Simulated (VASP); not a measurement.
Here is a VASP 6.6.1 calculation.

Contents of INCAR:

```
SYSTEM = BaF2
  PREC = Accurate
  ENCUT = 600
  EDIFF = 1E-6
  ISMEAR = -1
  SIGMA = 0.05
  LREAL = .FALSE.
  LASPH = .TRUE.
  NELM = 120
  ALGO = Normal
  ISIF = 2
  LWAVE = .FALSE.
  LCHARG = .TRUE.
  GGA = PE
  LELF = .TRUE.
  LVHAR = .TRUE.
  NBANDS = 19
  GGA_COMPAT = .FALSE.
```

KPOINTS

```
regular mesh
0
G
  6 6 6
  0 0 0
```

File POSCAR:

```
BaF2
1.0
    0.0000000000      3.1000500000      3.1000500000
    3.1000500000      0.0000000000      3.1000500000
    3.1000500000      3.1000500000      0.0000000000
Ba F
1 2
Direct
    0.0000000000      0.0000000000      0.0000000000
    0.2500000000      0.2500000000      0.2500000000
    0.7500000000      0.7500000000      0.7500000000
```

Potentials or basis: VASP PAW PBE potentials, release 64 (Ba_sv, F).

Run with:

```sh
$ cat potpaw_PBE.64/Ba_sv/POTCAR potpaw_PBE.64/F/POTCAR > POTCAR
$ mpirun -np 1 vasp_std > vasp.out
```

Predict the band gap on the k mesh.

6.78 eV, indirect (least direct gap 6.84 eV).

What does it give for the pressure?

2.3 GPa.

Caveat: spin-orbit coupling is left out, which moves the levels of the heavy elements. PBE gaps usually lie below the measured ones, often by a third to a half.
